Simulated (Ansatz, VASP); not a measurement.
**Two plane-wave programs on Hf**

```xyz
1
Lattice="-1.7599 1.8050 1.8050 1.7599 -1.8050 1.8050 1.7599 1.8050 -1.8050" Properties=species:S:1:pos:R:3 pbc="T T T"
Hf    0.0000    0.0000    0.0000
```

Change from the starting cell: strain -0.0250 x Voigt [1, 0, 0, 0, 0, 0], atoms carried along.

Alike in both runs: task single point; functional r2SCAN; k mesh 18 × 18 × 18; occupations gaussian, width 0.15 eV; no spin polarisation.

```csv
,VASP,Ansatz
version,VASP 6.6.1,Ansatz 0.2.0
potentials or method,"VASP PAW PBE potentials, release 64 (Hf_pv), cutoff 520 eV","scalar-relativistic, plane waves, PAW"
valence electrons in the cell,10,26
```

|  | VASP | Ansatz | Ansatz less VASP |
| --- | --- | --- | --- |
| gap on the k mesh at the Fermi level (eV) | none | none | - |
| pressure (GPa) | -3.6 | -3.2 | +0.43 |
| traceless stress, the component that is largest in VASP (GPa) | -1.18 | -1.11 | +0.067 |

VASP's potentials were made for PBE, not for r2SCAN. A gap of «none» marks a metal or a gap that the smearing closes. VASP's potentials hold 10 valence electrons a cell and Ansatz's 26, so a difference there can come from the potentials and not from the codes.

Spin-orbit coupling is off throughout.
